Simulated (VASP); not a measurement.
A run of VASP 6.6.1:

File INCAR:

```
  PREC = Accurate
  ENCUT = 500
  EDIFF = 1E-6
  ISMEAR = 0
  SIGMA = 0.01
  LREAL = F
  LASPH = T
  NELM = 200
  ALGO = Normal
  ISIF = 2
  LWAVE = F
  LCHARG = F
  MAGMOM = 0 0 0 0 0 0
  LORBIT = 11
  LSORBIT = T
  GGA_COMPAT = F
  LORBMOM = T
  GGA = PE
  NBANDS = 32
```

Contents of KPOINTS:

```
Automatic mesh
0
Gamma
  6 6 6
```

The input POSCAR:

```
TlCl
1.0
    3.7936346943      0.0000000000      0.0000000000
    0.0000000000      3.7936346943      0.0000000000
    0.0000000000      0.0000000000      3.7936346943
Tl Cl
1 1
Direct
    0.0000000000      0.0000000000      0.0000000000
    0.5000000000      0.5000000000      0.5000000000
```

Potentials or basis: VASP PAW PBE potentials, release 64 (Tl_d, Cl).

Run with:

```sh
$ cat potpaw_PBE.64/Tl_d/POTCAR potpaw_PBE.64/Cl/POTCAR > POTCAR
$ mpirun -np 1 vasp_ncl > vasp.out
```

Hardware: 1 thread of Intel Xeon 8259CL, on a shared host.

Problem. Estimate the wall time of this run.

Solution. Run time: 62 s on 1 thread of Intel Xeon 8259CL, with other jobs on the host, peak memory 0.26 GiB. Counts: scf iterations 13, k points 20.
